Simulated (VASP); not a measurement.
# Hg (P6/mmm) in VASP: relaxation of cell and atoms with PBE

Aim: the relaxation of cell and atoms of Hg with PBE.

All numbers are computed with VASP 6.6.1; they aren't measurements. Logs are shortened: lines on timing, memory, paths and dates and some standing lists are left out, and cuts for length are marked.

**1. The cell of the first run**

It takes space group P6/mmm (No. 191, hexagonal). Conventional cell: a = 4.808 Å, b = 4.808 Å, c = 3.031 Å, α = 90.00°, β = 90.00°, γ = 120.00°. Within 3.7 Å of Hg (site symmetry -6m2) lie 5 Hg at 2.78 to 3.03 Å.

The cell was generated, and may not be a known phase.

**2. Relaxation of cell and atoms, PBE**

INCAR

```
PREC = Accurate
ENCUT = 550
EDIFF = 1E-7
ISMEAR = 0
SIGMA = 0.1
LREAL = F
LASPH = T
NELM = 120
ALGO = Normal
ISIF = 3
LWAVE = F
LCHARG = F
GGA = PE
IBRION = 2
NSW = 90
EDIFFG = -0.04
GGA_COMPAT = F
NELMIN = 4
```

KPOINTS

```
Automatic mesh
0
Gamma
  6 6 6
```

POSCAR

```
Hg
1.0
    4.8080760400      0.0000000000      0.0000000000
   -2.4040380200      4.1639160000      0.0000000000
    0.0000000000      0.0000000000      3.0309898700
Hg
2
Direct
    0.3333333300      0.6666666700      0.5000000000
    0.6666666700      0.3333333300      0.5000000000
```

Potentials or basis: VASP PAW PBE potentials, release 64 (Hg_sv_GW).

Command:

```sh
$ cat potpaw_PBE.64/Hg_sv_GW/POTCAR > POTCAR
$ mpirun -np 1 vasp_std > vasp.out
```

OUTCAR:

```text
PREC = Accurate
   ENCUT = 550
   EDIFF = 1E-7
   ISMEAR = 0
   LREAL = F
   LASPH = T
   NELM = 120
   ISIF = 3
   GGA = PE
   IBRION = 2
   NSW = 90
   EDIFFG = -0.04
   NELMIN = 4

 ion  position               nearest neighbor table
   1  0.333  0.667  0.500-   2 2.78   2 2.78   2 2.78
   2  0.667  0.333  0.500-   1 2.78   1 2.78   1 2.78

  LATTYP: Found a hexagonal cell.
 ALAT       =     4.8080760400
 C/A-ratio  =     0.6303955771

  Lattice vectors:

 A1 = (   4.8080760400,   0.0000000000,   0.0000000000)
 A2 = (  -2.4040380200,   4.1639160000,   0.0000000000)
 A3 = (   0.0000000000,   0.0000000000,   3.0309898700)

Analysis of symmetry for initial positions (statically):
=====================================================================
 Subroutine PRICEL returns:
 Original cell was already a primitive cell.

 Routine SETGRP: Setting up the symmetry group for a
 hexagonal supercell.

 Subroutine GETGRP returns: Found 24 space group operations
 (whereof 24 operations were pure point group operations)
 out of a pool of 24 trial point group operations.

The static configuration has the point symmetry D_6h.

Analysis of symmetry for dynamics (positions and initial velocities):
=====================================================================
 Subroutine PRICEL returns:
 Original cell was already a primitive cell.

 Routine SETGRP: Setting up the symmetry group for a
 hexagonal supercell.

 Subroutine GETGRP returns: Found 24 space group operations
 (whereof 24 operations were pure point group operations)
 out of a pool of 24 trial point group operations.

The dynamic configuration has the point symmetry D_6h.

 Subroutine INISYM returns: Found 24 space group operations
 (whereof 24 operations are pure point group operations),
 and found     1 'primitive' translations

----------------------------------------------------------------------------------------

                                     Primitive cell

  volume of cell :      60.6817

  direct lattice vectors                    reciprocal lattice vectors
     4.808076040  0.000000000  0.000000000     0.207983400  0.120079272  0.000000000
    -2.404038020  4.163916000  0.000000000     0.000000000  0.240158543  0.000000000
     0.000000000  0.000000000  3.030989870     0.000000000  0.000000000  0.329925220

  length of vectors
     4.808076040  4.808076045  3.030989870     0.240158543  0.240158543  0.329925220

  position of ions in fractional coordinates (direct lattice)
     0.333333330  0.666666670  0.500000000
     0.666666670  0.333333330  0.500000000

  ion indices of the primitive-cell ions
   primitive index   ion index
                 1           1
                 2           2

----------------------------------------------------------------------------------------

 KPOINTS: Automatic mesh

Automatic generation of k-mesh.
 Grid dimensions read from file:
 generate k-points for:    6    6    6

 Generating k-lattice:

  Cartesian coordinates                     Fractional coordinates (reciprocal lattice)
     0.034663900  0.020013212  0.000000000     0.166666667  0.000000000  0.000000000
     0.000000000  0.040026424  0.000000000     0.000000000  0.166666667  0.000000000
     0.000000000  0.000000000  0.054987537     0.000000000  0.000000000  0.166666667

  Length of vectors
     0.040026424  0.040026424  0.054987537

  Shift w.r.t. Gamma in fractional coordinates (k-lattice)
     0.000000000  0.000000000  0.000000000

 Subroutine IBZKPT returns following result:
 ===========================================

 Found     28 irreducible k-points:

 Following reciprocal coordinates:
            Coordinates               Weight
  0.000000  0.000000  0.000000      1.000000
  0.166667  0.000000  0.000000      6.000000
  0.333333  0.000000  0.000000      6.000000
  0.500000  0.000000  0.000000      3.000000
  0.166667  0.166667  0.000000      6.000000
  0.333333  0.166667  0.000000     12.000000
[... 16 lines left out ...]
  0.166667  0.000000  0.500000      6.000000
  0.333333  0.000000  0.500000      6.000000
 [... further k-points ...]
   k-points           NKPTS =     28   k-points in BZ     NKDIM =     28   number of bands    NBANDS=     24
   number of dos      NEDOS =    301   number of ions     NIONS =      2
   total plane-waves  NPLWV =  38400
   dimension x,y,z NGX =    40 NGY =   40 NGZ =   24
   dimension x,y,z NGXF=    80 NGYF=   80 NGZF=   48
   ions per type =               2
   NGX,Y,Z   is equivalent  to a cutoff of  13.83, 13.83, 13.16 a.u.
   NGXF,Y,Z  is equivalent  to a cutoff of  27.66, 27.66, 26.33 a.u.
 SYSTEM =  unknown system
   PREC   = accura    normal or accurate (medium, high low for compatibility)
   ISTART =      0    job   : 0-new  1-cont  2-samecut
   ICHARG =      2    charge: 1-file 2-atom 10-const
   ISPIN  =      1    spin polarized calculation?
   LNONCOLLINEAR =      F non collinear calculations
   LSORBIT =      F    spin-orbit coupling
   LASPH  =      T    aspherical Exc in radial PAW
   ENCUT  =  550.0 eV  40.42 Ry    6.36 a.u.   9.19  9.19  5.80*2*pi/ulx,y,z
   NELM   =    120;   NELMIN=  4; NELMDL= -5     # of ELM steps
   EDIFF  = 0.1E-06   stopping-criterion for ELM
   LREAL  =      F    real-space projection
   EDIFFG = -.4E-01   stopping-criterion for IOM
   NSW    =     90    number of steps for IOM
   IBRION =      2    ionic relax: 0-MD 1-quasi-New 2-CG
   NFREE  =      1    steps in history (QN), initial steepest desc. (CG)
   ISIF   =      3    stress and relaxation
   ISYM   =      2    0-nonsym 1-usesym 2-fastsym
   POTIM  = 0.5000    time-step for ionic-motion
   TEBEG  =    0.0;   TEEND  =   0.0 temperature during run
   PSTRESS=    0.0 pullay stress
   NELECT =      40.0000    total number of electrons
   NUPDOWN=      -1.0000    fix difference up-down
   EMIN   =  10.00;   EMAX   =-10.00  energy-range for DOS
   EFERMI =   0.00;   METHOD = LEGACY
   ISMEAR =     0;   SIGMA  =   0.10  broadening in eV -4-tet -1-fermi 0-gaus
   EFERMI_NEDOS =   21; number of points for ismear=-14 and -15
   IALGO  =     38    algorithm
   IMIX   =      4    mixing-type and parameters
     AMIX     =   0.40;   BMIX     =  1.00
     AMIX_MAG =   1.60;   BMIX_MAG =  1.00
  volume/ion in A,a.u.               =      30.34       204.75
  Fermi-wavevector in a.u.,A,eV,Ry     =   1.424762  2.692409 27.619091  2.029946
  Thomas-Fermi vector in A             =   2.545218
   LORBIT       =      0    0 simple, 1 ext, 2 COOP (PROOUT), +10 PAW based schemes
   GGA     = PE    functional components
   LHFCALC =     F    Hartree Fock is set to
   AEXX    =    0.0000 exact exchange contribution
   IVDW    =     0    specifies the selected vdW correction
   LEPSILON=     F    determine dielectric tensor
   LRPA    =     F    only Hartree local field effects (RPA)
 conjugate gradient relaxation of ions
 non-spin polarized calculation
 Gauss-broadening in eV      SIGMA  =   0.10
  energy-cutoff  :      550.00
  volume of cell :       60.68
 maximum number of plane-waves:      1788
 NGX is ok and might be reduce to    40
   NGX = 19   NGY = 19   NGZ = 11

--------------------------------------- Ionic step        1  -------------------------------------------

 number of electron      39.9999991 magnetization

 Free energy of the ion-electron system (eV)
  ---------------------------------------------------
  ext. energy  EPLUGINS =         0.00000000
  ---------------------------------------------------
  free energy    TOTEN  =        -0.03620457 eV

  energy without entropy =       -0.03495342  energy(sigma->0) =       -0.03557899

------------------------ aborting loop because EDIFF is reached ----------------------------------------

  FORCE on cell =-STRESS in cart. coord.  units (eV):
  Direction    XX          YY          ZZ          XY          YZ          ZX
  --------------------------------------------------------------------------------------
  -------------------------------------------------------------------------------------
  Total        2.4802966      2.4802967      1.4280360      0.0000000     -0.0000000      0.0000000
  in kB       65.4872023     65.4872024     37.7043933      0.0000000     -0.0000000      0.0000000
  external PRESSURE =      56.2262660 kB  Pullay stress =       0.0000000 kB
[... 57 lines left out ...]
  energy  without entropy=       -0.1743961862  energy(sigma->0) =       -0.17503273

--------------------------------------- Ionic step        3  -------------------------------------------

 number of electron      40.0000001 magnetization

 Free energy of the ion-electron system (eV)
  ---------------------------------------------------
  ext. energy  EPLUGINS =         0.00000000
  ---------------------------------------------------
  free energy    TOTEN  =        -0.17765942 eV

  energy without entropy =       -0.17666422  energy(sigma->0) =       -0.17716182

 E-fermi :   2.7927     XC(G=0):  -8.8612

 val. band max:        2.7243875385   @ k =   0.3333   0.0000   0.5000
 cond. band min:       3.0249561101   @ k =   0.3333   0.0000   0.5000
 fundamental gap:      0.3005685716
 Fermi energy:         2.7926846229

 k-point     1 :       0.0000    0.0000    0.0000
  band No.  band energies     occupation
      1    -112.0808      2.00000
      2    -112.0779      2.00000
      3     -60.4535      2.00000
      4     -60.4535      2.00000
      5     -60.4065      2.00000
      6     -60.4065      2.00000
[... 637 lines left out ...]
     23       6.4593      0.00000
     24       8.7837      0.00000

 [... further k-points ...]

------------------------ aborting loop because EDIFF is reached ----------------------------------------

  FORCE on cell =-STRESS in cart. coord.  units (eV):
  Direction    XX          YY          ZZ          XY          YZ          ZX
  --------------------------------------------------------------------------------------
  -------------------------------------------------------------------------------------
  Total        0.0115242      0.0115242     -0.0348384      0.0000000     -0.0000000      0.0000000
  in kB        0.2664422      0.2664422     -0.8054725      0.0000000     -0.0000000      0.0000000
  external PRESSURE =      -0.0908627 kB  Pullay stress =       0.0000000 kB
[... 17 lines left out ...]
  FREE ENERGIE OF THE ION-ELECTRON SYSTEM (eV)
  ---------------------------------------------------
  free  energy   TOTEN  =        -0.1776594181 eV

  energy  without entropy=       -0.1766642166  energy(sigma->0) =       -0.17716182

 reached required accuracy - stopping structural energy minimisation
```

It took 85 s on 1 thread of Intel Xeon Platinum 8488C (Sapphire Rapids), shared host; peak memory 0.22 GiB.

Results:

- Free energy: -0.1777 eV
- Relaxed volume: 34.65 Å³/atom
- Relaxed cell: a = 5.062 Å, b = 5.062 Å, c = 3.123 Å, α = 90.00°, β = 90.00°, γ = 120.00°
- Space group after relaxing (to 0.1 Å): P6/mmm (No. 191)
- Energy gained by relaxing: 70.7 meV/atom
- Ionic steps: 3
- Pressure after relaxing: 0.0 GPa
- Band gap on the k mesh: zero (bands 20 and 21 overlap by 2.50 eV)

Step by step:
```tsv
step	energy change (eV)	largest force (eV/Å)	pressure (GPa)	volume (Å³)
1	0.0000	0.0000	5.62	60.68
2	-0.1395	0.0000	-0.51	70.51
3	-0.1415	0.0000	-0.01	69.30
```

Final structure:
```yaml
crystal:
  lattice:
    - [5.06177, 0.00000, 0.00000]
    - [-2.53089, 4.38362, 0.00000]
    - [0.00000, 0.00000, 3.12307]
  atoms:
    - { symbol: Hg, position: [0.33333, 0.66667, 0.50000] }
    - { symbol: Hg, position: [0.66667, 0.33333, 0.50000] }
```

Caveat: spin-orbit coupling is left out, which moves the levels of the heavy elements.

The gap in the log of VASP goes by the Fermi energy; the results here count the filled bands.